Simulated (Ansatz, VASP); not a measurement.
**MgH2 in VASP and in Ansatz**

```
Mg H
1.0
    -1.90417    1.90417    4.73230
     1.90417   -1.90417    4.73230
     1.90417    1.90417   -4.73230
Mg H
2 4
Direct
  0.00000 0.00000 0.00000
  0.75000 0.25000 0.50000
  0.78992 0.78992 0.00000
  0.96008 0.46008 0.50000
  0.53992 0.03992 0.50000
  0.21008 0.21008 0.00000
```

Alike in both runs: task single point; functional r2SCAN; k mesh 8 × 8 × 8; occupations gaussian, width 0.02 eV; no spin polarisation.

```csv
,VASP,Ansatz
version,VASP 6.6.1,Ansatz 0.2.0
potentials or method,"VASP PAW PBE potentials, release 64 (Mg, H), cutoff 660 eV","scalar-relativistic, plane waves, PAW"
valence electrons in the cell,8,24
```

|  | VASP | Ansatz | Ansatz less VASP |
| --- | --- | --- | --- |
| gap on the k mesh at the Fermi level (eV) | 4.08 | 4.09 | +0.012 |
| least direct gap on the mesh (eV) | 5.23 | 5.23 | +0.002 |

VASP's potentials were made for PBE, not for r2SCAN. VASP's potentials hold 8 valence electrons a cell and Ansatz's 24, so a difference there can come from the potentials and not from the codes.
